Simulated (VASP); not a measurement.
# BN (P6_3mc) in VASP: notebook

The runs below take BN through single point, with r2SCAN.

All numbers are computed with VASP 6.6.1; they aren't measurements. Logs are shortened: lines on timing, memory, paths and dates and some standing lists are left out, and cuts for length are marked.

## Step 1: The cell of the first run

The structure is hexagonal, space group P6_3mc (No. 186). Conventional cell: a = 2.646 Å, b = 2.646 Å, c = 4.190 Å, α = 90.00°, β = 90.00°, γ = 120.00°. B (site symmetry 3m) has 4 N at 1.57 to 1.62 Å within 2.1 Å. N (site symmetry 3m) has 4 B at 1.57 to 1.62 Å within 2.1 Å.

## Step 2: Single point, r2SCAN (epitaxial xy strain +4.0%)

Input file POSCAR:

```
BN
1.0
    2.6457080014      0.0000000000      0.0000000000
   -1.3228540007      2.2912503402      0.0000000000
    0.0000000000      0.0000000000      4.1896410019
B N
2 2
Direct
    0.3333333333      0.6666666667      0.0003656847
    0.6666666667      0.3333333333      0.5003656847
    0.3333333333      0.6666666667      0.3746343153
    0.6666666667      0.3333333333      0.8746343153
```

Input file INCAR.step1:

```
SYSTEM = BN
PREC     = Accurate       ! precision mode
ENCUT    = 520            ! plane-wave cutoff, eV
ISMEAR   = 0              ! smearing method
SIGMA    = 0.01           ! smearing width, eV
LREAL    = .FALSE.        ! projectors in reciprocal space
LASPH    = .TRUE.         ! aspherical terms in the spheres
NELM     = 80             ! most SCF steps
NBANDS   = 16             ! bands
GGA      = PE             ! functional
ALGO     = Normal         ! electronic algorithm
EDIFF    = 1E-4           ! SCF threshold, eV
LWAVE    = .TRUE.         ! write WAVECAR
LCHARG   = .FALSE.        ! write CHGCAR
```

Input file INCAR.step2:

```
SYSTEM = BN
PREC     = Accurate       ! precision mode
ENCUT    = 520            ! plane-wave cutoff, eV
EDIFF    = 1E-7           ! SCF threshold, eV
ISMEAR   = 0              ! smearing method
SIGMA    = 0.01           ! smearing width, eV
LREAL    = .FALSE.        ! projectors in reciprocal space
LASPH    = .TRUE.         ! aspherical terms in the spheres
NELM     = 80             ! most SCF steps
ALGO     = Normal         ! electronic algorithm
ISIF     = 2              ! what is computed and relaxed
LWAVE    = .FALSE.        ! write WAVECAR
LCHARG   = .FALSE.        ! write CHGCAR
METAGGA  = R2SCAN         ! meta-GGA
LMIXTAU  = .TRUE.       
NBANDS   = 16             ! bands
ISTART   = 1
```

Input file KPOINTS:

```
Automatic mesh
0
G
  12 12 6
  0 0 0
```

Potentials or basis: VASP PAW PBE potentials, release 64 (B, N).

Launch:

```bash
> cat potpaw_PBE.64/B/POTCAR potpaw_PBE.64/N/POTCAR > POTCAR
> cp INCAR.step1 INCAR
> mpirun -np 1 vasp_std > vasp.out
> cp INCAR.step2 INCAR
> mpirun -np 1 vasp_std > vasp.out
```

OUTCAR:

```text
SYSTEM = BN
   PREC = Accurate
   ENCUT = 520
   EDIFF = 1E-7
   ISMEAR = 0
   LREAL = .FALSE.
   LASPH = .TRUE.
   NELM = 80
   ISIF = 2
   METAGGA = R2SCAN
   ISTART = 1

 ion  position               nearest neighbor table
   1  0.333  0.667  0.000-   3 1.57   4 1.62   4 1.62   4 1.62
   2  0.667  0.333  0.500-   4 1.57   3 1.62   3 1.62   3 1.62
   3  0.333  0.667  0.375-   1 1.57   2 1.62   2 1.62   2 1.62
   4  0.667  0.333  0.875-   2 1.57   1 1.62   1 1.62   1 1.62

  LATTYP: Found a hexagonal cell.
 ALAT       =     2.6457080014
 C/A-ratio  =     1.5835613755

  Lattice vectors:

 A1 = (   2.6457080014,   0.0000000000,   0.0000000000)
 A2 = (  -1.3228540007,   2.2912503402,   0.0000000000)
 A3 = (   0.0000000000,   0.0000000000,   4.1896410019)

Analysis of symmetry for initial positions (statically):
=====================================================================
 Subroutine PRICEL returns:
 Original cell was already a primitive cell.

 Routine SETGRP: Setting up the symmetry group for a
 hexagonal supercell.

 Subroutine GETGRP returns: Found 12 space group operations
 (whereof  6 operations were pure point group operations)
 out of a pool of 24 trial point group operations.

The static configuration has the point symmetry C_3v.
 The point group associated with its full space group is C_6v.

Analysis of symmetry for dynamics (positions and initial velocities):
=====================================================================
 Subroutine PRICEL returns:
 Original cell was already a primitive cell.

 Routine SETGRP: Setting up the symmetry group for a
 hexagonal supercell.

 Subroutine GETGRP returns: Found 12 space group operations
 (whereof  6 operations were pure point group operations)
 out of a pool of 24 trial point group operations.

The dynamic configuration has the point symmetry C_3v.
 The point group associated with its full space group is C_6v.

 Subroutine INISYM returns: Found 12 space group operations
 (whereof  6 operations are pure point group operations),
 and found     1 'primitive' translations

----------------------------------------------------------------------------------------

                                     Primitive cell

  volume of cell :      25.3975

  direct lattice vectors                    reciprocal lattice vectors
     2.645708001  0.000000000  0.000000000     0.377970660  0.218221462  0.000000000
    -1.322854001  2.291250340  0.000000000     0.000000000  0.436442925  0.000000000
     0.000000000  0.000000000  4.189641002     0.000000000  0.000000000  0.238683935

  length of vectors
     2.645708001  2.645708001  4.189641002     0.436442925  0.436442925  0.238683935

  position of ions in fractional coordinates (direct lattice)
     0.333333333  0.666666667  0.000365685
     0.666666667  0.333333333  0.500365685
     0.333333333  0.666666667  0.374634315
     0.666666667  0.333333333  0.874634315

  ion indices of the primitive-cell ions
   primitive index   ion index
                 1           1
                 2           2
                 3           3
                 4           4

----------------------------------------------------------------------------------------

 KPOINTS: Automatic mesh

Automatic generation of k-mesh.
 Grid dimensions read from file:
 generate k-points for:   12   12    6

 Generating k-lattice:

  Cartesian coordinates                     Fractional coordinates (reciprocal lattice)
     0.031497555  0.018185122  0.000000000     0.083333333  0.000000000  0.000000000
     0.000000000  0.036370244  0.000000000     0.000000000  0.083333333  0.000000000
     0.000000000  0.000000000  0.039780656     0.000000000  0.000000000  0.166666667

  Length of vectors
     0.036370244  0.036370244  0.039780656

  Shift w.r.t. Gamma in fractional coordinates (k-lattice)
     0.000000000  0.000000000  0.000000000

 Subroutine IBZKPT returns following result:
 ===========================================

 Found     76 irreducible k-points:

 Following reciprocal coordinates:
            Coordinates               Weight
  0.000000  0.000000  0.000000      1.000000
  0.083333  0.000000  0.000000      6.000000
  0.166667  0.000000  0.000000      6.000000
  0.250000  0.000000  0.000000      6.000000
  0.333333  0.000000  0.000000      6.000000
  0.416667  0.000000  0.000000      6.000000
[... 16 lines left out ...]
  0.250000  0.000000  0.166667     12.000000
  0.333333  0.000000  0.166667     12.000000
 [... further k-points ...]
   k-points           NKPTS =     76   k-points in BZ     NKDIM =     76   number of bands    NBANDS=     16
   number of dos      NEDOS =    301   number of ions     NIONS =      4
   total plane-waves  NPLWV =  12800
   dimension x,y,z NGX =    20 NGY =   20 NGZ =   32
   dimension x,y,z NGXF=    40 NGYF=   40 NGZF=   64
   ions per type =               2   2
   NGX,Y,Z   is equivalent  to a cutoff of  12.57, 12.57, 12.70 a.u.
   NGXF,Y,Z  is equivalent  to a cutoff of  25.13, 25.13, 25.40 a.u.
 SYSTEM =  BN
   PREC   = accura    normal or accurate (medium, high low for compatibility)
   ISTART =      1    job   : 0-new  1-cont  2-samecut
   ICHARG =      0    charge: 1-file 2-atom 10-const
   ISPIN  =      1    spin polarized calculation?
   LNONCOLLINEAR =      F non collinear calculations
   LSORBIT =      F    spin-orbit coupling
   LASPH  =      T    aspherical Exc in radial PAW
   ENCUT  =  520.0 eV  38.22 Ry    6.18 a.u.   4.92  4.92  7.79*2*pi/ulx,y,z
   NELM   =     80;   NELMIN=  2; NELMDL=  0     # of ELM steps
   EDIFF  = 0.1E-06   stopping-criterion for ELM
   LREAL  =      F    real-space projection
   EDIFFG = 0.1E-05   stopping-criterion for IOM
   NSW    =      0    number of steps for IOM
   IBRION =     -1    ionic relax: 0-MD 1-quasi-New 2-CG
   NFREE  =      0    steps in history (QN), initial steepest desc. (CG)
   ISIF   =      2    stress and relaxation
   ISYM   =      2    0-nonsym 1-usesym 2-fastsym
   POTIM  = 0.5000    time-step for ionic-motion
   TEBEG  =    0.0;   TEEND  =   0.0 temperature during run
   PSTRESS=    0.0 pullay stress
   NELECT =      16.0000    total number of electrons
   NUPDOWN=      -1.0000    fix difference up-down
   EMIN   =  10.00;   EMAX   =-10.00  energy-range for DOS
   EFERMI =   0.00;   METHOD = LEGACY
   ISMEAR =     0;   SIGMA  =   0.01  broadening in eV -4-tet -1-fermi 0-gaus
   EFERMI_NEDOS =   21; number of points for ismear=-14 and -15
   IALGO  =     38    algorithm
   IMIX   =      4    mixing-type and parameters
     AMIX     =   0.40;   BMIX     =  1.00
     AMIX_MAG =   1.60;   BMIX_MAG =  1.00
  volume/ion in A,a.u.               =       6.35        42.85
  Fermi-wavevector in a.u.,A,eV,Ry     =   1.403409  2.652059 26.797465  1.969558
  Thomas-Fermi vector in A             =   2.526074
   LORBIT       =      0    0 simple, 1 ext, 2 COOP (PROOUT), +10 PAW based schemes
   METAGGA = R2SCAN    functional components
   LHFCALC =     F    Hartree Fock is set to
   AEXX    =    0.0000 exact exchange contribution
   IVDW    =     0    specifies the selected vdW correction
   LEPSILON=     F    determine dielectric tensor
   LRPA    =     F    only Hartree local field effects (RPA)
 non-spin polarized calculation
 Gauss-broadening in eV      SIGMA  =   0.01
  energy-cutoff  :      520.00
  volume of cell :       25.40
 maximum number of plane-waves:       699
 NGX is ok and might be reduce to    20
   NGX =  9   NGY =  9   NGZ = 15

 number of electron      15.9999996 magnetization

 Free energy of the ion-electron system (eV)
  ---------------------------------------------------
  ext. energy  EPLUGINS =         0.00000000
  ---------------------------------------------------
  free energy    TOTEN  =       -38.04658291 eV

  energy without entropy =      -38.04658291  energy(sigma->0) =      -38.04658291

 E-fermi :   6.6537     XC(G=0): -13.2520

 val. band max:        6.5178498016   @ k =   0.0000   0.0000   0.0000
 cond. band min:      12.4355602899   @ k =   0.3333   0.3333   0.0000
 fundamental gap:      5.9177104883
 Fermi energy:         6.6537311167

 k-point     1 :       0.0000    0.0000    0.0000
  band No.  band energies     occupation
      1     -14.1207      2.00000
      2      -9.8533      2.00000
      3      -4.0295      2.00000
      4       4.1370      2.00000
      5       4.1370      2.00000
      6       6.3176      2.00000
[... 8 lines left out ...]
     15      18.6888      0.00000
     16      23.4981      0.00000

 k-point     2 :       0.0833    0.0000    0.0000
  band No.  band energies     occupation
      1     -13.9784      2.00000
      2      -9.7532      2.00000
      3      -3.8891      2.00000
      4       3.4652      2.00000
      5       3.8755      2.00000
      6       5.9153      2.00000
[... 8 lines left out ...]
     15      19.1115      0.00000
     16      23.2417      0.00000

 k-point     3 :       0.1667    0.0000    0.0000
  band No.  band energies     occupation
      1     -13.5570      2.00000
      2      -9.4724      2.00000
      3      -3.4740      2.00000
      4       1.8729      2.00000
      5       3.2573      2.00000
      6       4.5542      2.00000
[... 8 lines left out ...]
     15      20.2207      0.00000
     16      22.4492      0.00000

 k-point     4 :       0.2500    0.0000    0.0000
  band No.  band energies     occupation
      1     -12.8764      2.00000
      2      -9.0825      2.00000
      3      -2.8059      2.00000
      4       0.0300      2.00000
      5       2.5607      2.00000
      6       2.8639      2.00000
[... 8 lines left out ...]
     15      21.6760      0.00000
     16      22.1513      0.00000
[... 324 lines left out ...]
 k-point    22 :       0.1667    0.0000    0.1667
  band No.  band energies     occupation
      1     -13.3873      2.00000
      2      -9.9943      2.00000
      3      -2.7016      2.00000
      4       2.0438      2.00000
      5       3.4018      2.00000
      6       4.0236      2.00000
[... 8 lines left out ...]
     15      19.8721      0.00000
     16      22.4689      0.00000

 k-point    23 :       0.2500    0.0000    0.1667
  band No.  band energies     occupation
      1     -12.7128      2.00000
      2      -9.5366      2.00000
      3      -2.2334      2.00000
      4       0.3164      2.00000
      5       2.3408      2.00000
      6       2.7128      2.00000
[... 8 lines left out ...]
     15      21.3152      0.00000
     16      22.3672      0.00000

 k-point    24 :       0.3333    0.0000    0.1667
  band No.  band energies     occupation
      1     -11.8323      2.00000
      2      -9.0864      2.00000
      3      -2.2477      2.00000
      4      -0.5746      2.00000
      5       0.6794      2.00000
      6       2.1286      2.00000
[... 8 lines left out ...]
     15      22.7161      0.00000
     16      23.0487      0.00000

 [... further k-points ...]

------------------------ aborting loop because EDIFF is reached ----------------------------------------

  FORCE on cell =-STRESS in cart. coord.  units (eV):
  Direction    XX          YY          ZZ          XY          YZ          ZX
  --------------------------------------------------------------------------------------
  -------------------------------------------------------------------------------------
  Total       -5.6683356     -5.6683356      0.1580883      0.0000000      0.0000000      0.0000000
  in kB     -357.5813620   -357.5813620      9.9728435      0.0000000      0.0000000      0.0000000
  external PRESSURE =    -235.0632935 kB  Pullay stress =       0.0000000 kB

 VOLUME and BASIS-vectors are now :
 -----------------------------------------------------------------------------
  energy-cutoff  :      520.00
  volume of cell :       25.40
      direct lattice vectors                 reciprocal lattice vectors
     2.645708001  0.000000000  0.000000000     0.377970660  0.218221462  0.000000000
    -1.322854001  2.291250340  0.000000000     0.000000000  0.436442925  0.000000000
     0.000000000  0.000000000  4.189641002     0.000000000  0.000000000  0.238683935

 POSITION                                       TOTAL-FORCE (eV/Angst)
 -----------------------------------------------------------------------------------
     -0.00000      1.52750      0.00153         0.000000     -0.000000     -0.008499
      1.32285      0.76375      2.09635         0.000000      0.000000     -0.008499
     -0.00000      1.52750      1.56958        -0.000000      0.000000      0.008499
      1.32285      0.76375      3.66440         0.000000     -0.000000      0.008499
 -----------------------------------------------------------------------------------
    total drift:                                0.000000      0.000000     -0.002472

  FREE ENERGIE OF THE ION-ELECTRON SYSTEM (eV)
  ---------------------------------------------------
  free  energy   TOTEN  =       -38.0465829121 eV

  energy  without entropy=      -38.0465829121  energy(sigma->0) =      -38.04658291
```

It took 68 s on 1 thread of Intel Xeon 6975P-C, shared host; peak memory 0.15 GiB.

What came out:

```
Free energy            : -38.0466 eV
Pressure               : -23.5 GPa
Largest force          : 0.008 eV/Å
Band gap on the k mesh : 5.92 eV, indirect (least direct gap 8.21 eV)
```

Forces on the atoms (eV/Å):
```
B    0.000  0.000 -0.008
B    0.000  0.000 -0.008
N    0.000  0.000  0.008
N    0.000  0.000  0.008
```

Caveat: the cell differs from its parent crystal (epitaxial xy strain +4.0%); the PAW data sets were made with another functional, which shifts forces and pressure a little.

(Continued in part 2 of 2.)
